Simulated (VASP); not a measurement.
# Sr (Im-3m) in VASP: notebook, part 2 of 3

VASP 6.6.1. Earlier steps stand in the parts before.

### 3 Single point, LDA, collinear spin, ferromagnetic start

Contents of INCAR:

```
SYSTEM = Sr
PREC     = Accurate       ! precision mode
ENCUT    = 520            ! plane-wave cutoff, eV
EDIFF    = 1E-6           ! SCF threshold, eV
ISMEAR   = 1              ! smearing method
SIGMA    = 0.15           ! smearing width, eV
LREAL    = .FALSE.        ! projectors in reciprocal space
LASPH    = .TRUE.         ! aspherical terms in the spheres
NELM     = 150            ! most SCF steps
ALGO     = Normal         ! electronic algorithm
ISIF     = 2              ! what is computed and relaxed
LWAVE    = .FALSE.        ! write WAVECAR
LCHARG   = .FALSE.        ! write CHGCAR
ISPIN    = 2              ! spin polarisation
MAGMOM   = 0.5            ! initial moments
LORBIT   = 11             ! projections on sites
NBANDS   = 15             ! bands
```

Contents of KPOINTS:

```
Automatic mesh
0
G
  8 8 8
  0 0 0
```

Contents of POSCAR:

```
Sr
1.0
   -2.4350000000      2.4350000000      2.4350000000
    2.4350000000     -2.4350000000      2.4350000000
    2.4350000000      2.4350000000     -2.4350000000
Sr
1
Direct
    0.0000000000      0.0000000000      0.0000000000
```

Potentials or basis: VASP PAW LDA potentials, release 64 (Sr_sv).

Started as:

```console
> cat potpaw_LDA.64/Sr_sv/POTCAR > POTCAR
> mpirun -np 1 vasp_std > vasp.out
```

OUTCAR:

```text
SYSTEM = Sr
   PREC = Accurate
   ENCUT = 520
   EDIFF = 1E-6
   ISMEAR = 1
   LREAL = .FALSE.
   LASPH = .TRUE.
   NELM = 150
   ISIF = 2
   ISPIN = 2
   LORBIT = 11

 ion  position               nearest neighbor table
   1  0.000  0.000  0.000-

  LATTYP: Found a body centered cubic cell.
 ALAT       =     4.8700000000

  Lattice vectors:

 A1 = (  -2.4350000000,   2.4350000000,   2.4350000000)
 A2 = (   2.4350000000,  -2.4350000000,   2.4350000000)
 A3 = (   2.4350000000,   2.4350000000,  -2.4350000000)

Analysis of symmetry for initial positions (statically):
=====================================================================
 Subroutine PRICEL returns:
 Original cell was already a primitive cell.

 Routine SETGRP: Setting up the symmetry group for a
 body centered cubic supercell.

 Subroutine GETGRP returns: Found 48 space group operations
 (whereof 48 operations were pure point group operations)
 out of a pool of 48 trial point group operations.

The static configuration has the point symmetry O_h .

Analysis of symmetry for dynamics (positions and initial velocities):
=====================================================================
 Subroutine PRICEL returns:
 Original cell was already a primitive cell.

 Routine SETGRP: Setting up the symmetry group for a
 body centered cubic supercell.

 Subroutine GETGRP returns: Found 48 space group operations
 (whereof 48 operations were pure point group operations)
 out of a pool of 48 trial point group operations.

The dynamic configuration has the point symmetry O_h .

Analysis of structural, dynamic, and magnetic symmetry:
=====================================================================
 Subroutine PRICEL returns:
 Original cell was already a primitive cell.

 Routine SETGRP: Setting up the symmetry group for a
 body centered cubic supercell.

 Subroutine GETGRP returns: Found 48 space group operations
 (whereof 48 operations were pure point group operations)
 out of a pool of 48 trial point group operations.

The overall configuration has the point symmetry O_h .

 Subroutine INISYM returns: Found 48 space group operations
[... 154 lines left out ...]
 k-point     1 :       0.0000    0.0000    0.0000
  band No.  band energies     occupation
      1     -35.2930      1.00000
      2     -17.2819      1.00000
      3     -17.2819      1.00000
      4     -17.2819      1.00000
      5      -2.3209      1.00000
      6       3.4581     -0.00000
      7       3.4581     -0.00000
      8       3.4581     -0.00000
      9       4.7465      0.00000
     10       4.7465      0.00000
     11       9.2232      0.00000
     12       9.2232      0.00000
     13       9.2232      0.00000
     14      12.9288      0.00000
[... 403 lines left out ...]
      4     -17.3462      1.00000
      5       0.3708      1.00000
      6       1.8202     -0.00000
      7       3.2532     -0.00000
      8       3.3752     -0.00000
      9       4.5400      0.00000
     10       5.2868      0.00000
     11       7.4966      0.00000
     12       8.3614      0.00000
     13       9.0839      0.00000
     14      11.3039      0.00000
     15      12.6837      0.00000

 [... further k-points ...]

 spin component 2

 k-point     1 :       0.0000    0.0000    0.0000
  band No.  band energies     occupation
      1     -35.2931      1.00000
      2     -17.2819      1.00000
      3     -17.2819      1.00000
      4     -17.2819      1.00000
      5      -2.3210      1.00000
      6       3.4581     -0.00000
      7       3.4581     -0.00000
      8       3.4581     -0.00000
      9       4.7464      0.00000
     10       4.7464      0.00000
     11       9.2231      0.00000
     12       9.2231      0.00000
     13       9.2231      0.00000
     14      12.9287      0.00000
[... 403 lines left out ...]
      4     -17.3463      1.00000
      5       0.3707      1.00000
      6       1.8201     -0.00000
      7       3.2532     -0.00000
      8       3.3752     -0.00000
      9       4.5400      0.00000
     10       5.2868      0.00000
     11       7.4965      0.00000
     12       8.3614      0.00000
     13       9.0838      0.00000
     14      11.3038      0.00000
     15      12.6836      0.00000

 [... further k-points ...]
[... 5 lines left out ...]
  --------------------------------------------------------------------------------------
  -------------------------------------------------------------------------------------
  Total       -0.7102461     -0.7102461     -0.7102461     -0.0000000      0.0000000     -0.0000000
  in kB      -19.7043691    -19.7043691    -19.7043691     -0.0000000      0.0000000     -0.0000000
  external PRESSURE =     -19.7043691 kB  Pullay stress =       0.0000000 kB

 VOLUME and BASIS-vectors are now :
 -----------------------------------------------------------------------------
  energy-cutoff  :      520.00
  volume of cell :       57.75
      direct lattice vectors                 reciprocal lattice vectors
    -2.435000000  2.435000000  2.435000000     0.000000000  0.205338809  0.205338809
     2.435000000 -2.435000000  2.435000000     0.205338809  0.000000000  0.205338809
     2.435000000  2.435000000 -2.435000000     0.205338809  0.205338809  0.000000000

 POSITION                                       TOTAL-FORCE (eV/Angst)
 -----------------------------------------------------------------------------------
      0.00000      0.00000      0.00000        -0.000000      0.000000      0.000000
 -----------------------------------------------------------------------------------
    total drift:                               -0.000000      0.000000     -0.000000

  FREE ENERGIE OF THE ION-ELECTRON SYSTEM (eV)
  ---------------------------------------------------
  free  energy   TOTEN  =        -1.8321313830 eV

  energy  without entropy=       -1.8361503606  energy(sigma->0) =       -1.83347104

 total charge

# of ion       s       p       d       tot
------------------------------------------
    1        2.068   5.695   0.135   7.898

 magnetization (x)

# of ion       s       p       d       tot
------------------------------------------
    1        0.000   0.000  -0.000   0.000
```

OSZICAR:

```text
N       E                     dE             d eps       ncg     rms          rms(c)
DAV:   1     0.359424566002E+02    0.35942E+02   -0.42454E+03  1740   0.540E+02
DAV:   2    -0.246887436667E+00   -0.36189E+02   -0.35114E+02  2314   0.130E+02
DAV:   3    -0.175010961685E+01   -0.15032E+01   -0.14871E+01  2564   0.183E+01
DAV:   4    -0.179816711409E+01   -0.48057E-01   -0.48056E-01  2120   0.276E+00
DAV:   5    -0.179895397746E+01   -0.78686E-03   -0.78686E-03  2529   0.283E-01    0.103E+01
DAV:   6    -0.183078484418E+01   -0.31831E-01   -0.12498E-02  2016   0.828E-01    0.556E+00
DAV:   7    -0.183106159810E+01   -0.27675E-03   -0.14420E-02  2057   0.850E-01    0.156E+00
DAV:   8    -0.183229074205E+01   -0.12291E-02   -0.43897E-03  1976   0.390E-01    0.271E-01
DAV:   9    -0.183216467121E+01    0.12607E-03   -0.41557E-04  2344   0.126E-01    0.144E-01
DAV:  10    -0.183212278848E+01    0.41883E-04   -0.53569E-05  2125   0.491E-02    0.793E-02
DAV:  11    -0.183212709057E+01   -0.43021E-05   -0.16704E-05  2537   0.195E-02    0.192E-02
DAV:  12    -0.183213043604E+01   -0.33455E-05   -0.40626E-06  2163   0.107E-02    0.112E-02
DAV:  13    -0.183213138304E+01   -0.94700E-06   -0.80864E-07  1639   0.488E-03
   1 F= -.18321314E+01 E0= -.18334710E+01  d E =0.401898E-02  mag=    -0.0001
```

Run time: 30 s. Hardware: 1 thread of Intel Xeon Platinum 8488C (Sapphire Rapids), shared host; peak memory 0.17 GiB.

What came out:

```
Free energy                                           : -1.8321 eV
Pressure                                              : -2.0 GPa
Band gap on the k mesh                                : zero (filled and empty bands overlap)
Net moment                                            : 0.00 μB per cell
Valence electrons inside the program's atomic spheres : Sr 7.90
```

Levels at points of the mesh, in eV from the Fermi level:
Spin up:
| k point | band 3 | band 4 | band 5 | band 6 | band 7 | band 8 |
| --- | --- | --- | --- | --- | --- | --- |
| (0.00, 0.00, 0.00) | -18.57 | -18.57 | -3.61 | 2.17 | 2.17 | 2.17 |
| (0.50, 0.00, 0.00) | -18.62 | -18.57 | -1.04 | 0.20 | 1.11 | 3.24 |
| (0.50, 0.50, 0.50) | -18.69 | -18.69 | -0.11 | -0.11 | 3.41 | 3.41 |
Spin down:
```tsv
k point	band 3	band 4	band 5	band 6	band 7	band 8
(0.00, 0.00, 0.00)	-18.57	-18.57	-3.61	2.17	2.17	2.17
(0.50, 0.00, 0.00)	-18.62	-18.57	-1.04	0.20	1.11	3.24
(0.50, 0.50, 0.50)	-18.69	-18.69	-0.12	-0.12	3.41	3.41
```

### 4 Single point, SVWN5, collinear spin, ferromagnetic start (volume scaled by 0.94)

Contents of INCAR:

```
  ALGO = Fast
  EDIFF = 1E-6
  ENCUT = 520
  GGA = VW
  ISIF = 2
  ISMEAR = -1
  ISPIN = 2
  LASPH = T
  LCHARG = T
  LELF = T
  LORBIT = 11
  LREAL = F
  LVHAR = T
  LWAVE = F
  MAGMOM = 0.5
  NBANDS = 15
  NELM = 150
  PREC = Accurate
  SIGMA = 0.05
```

Contents of KPOINTS:

```
k-points
0
Gamma
  8 8 8
```

Contents of POSCAR:

```
Sr
1.0
   -2.3852921747      2.3852921747      2.3852921747
    2.3852921747     -2.3852921747      2.3852921747
    2.3852921747      2.3852921747     -2.3852921747
Sr
1
Direct
    0.0000000000      0.0000000000      0.0000000000
```

Potentials or basis: VASP PAW PBE potentials, release 64 (Sr_sv).

Started as:

```console
> cat potpaw_PBE.64/Sr_sv/POTCAR > POTCAR
> mpirun -np 1 vasp_std > vasp.out
```

It took 24 s on 1 thread of Intel Xeon Platinum 8488C (Sapphire Rapids), shared host; peak memory 0.18 GiB.

It converged, with:

* Free energy: 36.8495 eV
* Pressure: -1.4 GPa
* Band gap on the k mesh: zero (filled and empty bands overlap)
* Net moment: 0.00 μB per cell
* Valence electrons inside the program's atomic spheres: Sr 7.85

Levels at points of the mesh, in eV from the Fermi level:
Spin up:
| k point | band 1 | band 2 | band 3 | band 4 | band 5 | band 6 | band 7 | band 8 | band 9 | band 10 |
| --- | --- | --- | --- | --- | --- | --- | --- | --- | --- | --- |
| (0.00, 0.00, 0.00) | -36.52 | -18.42 | -18.42 | -18.42 | -3.67 | 2.30 | 2.30 | 2.30 | 3.66 | 3.66 |
| (0.50, 0.00, 0.00) | -36.50 | -18.63 | -18.49 | -18.42 | -1.04 | 0.32 | 1.16 | 3.45 | 4.14 | 5.37 |
| (0.50, 0.50, 0.50) | -36.49 | -18.57 | -18.57 | -18.57 | -0.15 | -0.15 | 3.68 | 3.68 | 3.68 | 4.97 |
Spin down:
| k point | band 3 | band 4 | band 5 | band 6 | band 7 | band 8 |
| --- | --- | --- | --- | --- | --- | --- |
| (0.00, 0.00, 0.00) | -18.37 | -18.37 | -3.67 | 2.31 | 2.31 | 2.31 |
| (0.50, 0.00, 0.00) | -18.44 | -18.37 | -1.04 | 0.33 | 1.16 | 3.46 |
| (0.50, 0.50, 0.50) | -18.52 | -18.52 | -0.14 | -0.14 | 3.69 | 3.69 |

Caveat: the PAW data sets were made with another functional, which shifts forces and pressure a little.

(Part 2 of 3 ends here.)
